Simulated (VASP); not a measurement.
Input of a VASP 6.6.1 run:

Contents of INCAR:

```
PREC = Accurate ; ENCUT = 500
EDIFF = 1E-6 ; ISMEAR = -1
SIGMA = 0.1 ; LREAL = F
LASPH = T ; NELM = 120
ALGO = Normal ; ISIF = 2
LWAVE = F ; LCHARG = F
GGA = PE ; NBANDS = 20
GGA_COMPAT = F
```

The input KPOINTS:

```
regular mesh
0
Gamma
  12 12 10
```

The input POSCAR:

```
Ga
1.0
    1.3969986710     -4.1254087945     -0.0174243585
    1.3969986710      4.1254087945     -0.0174243585
   -0.1605924715      0.0000000000      3.3344909281
Ga
2
Direct
    0.8668376019      0.1331623981      0.2500000000
    0.1331623981      0.8668376019      0.7500000000
```

Potentials or basis: VASP PAW PBE potentials, release 64 (Ga_d).

Run with:

```sh
$ cat potpaw_PBE.64/Ga_d/POTCAR > POTCAR
$ mpirun -np 1 vasp_std > vasp.out
```

Problem. Estimate the band gap on the k mesh.

Solution. Zero (bands 13 and 14 overlap by 8.15 eV).

Problem. Estimate the pressure.

Solution. 0.0 GPa.
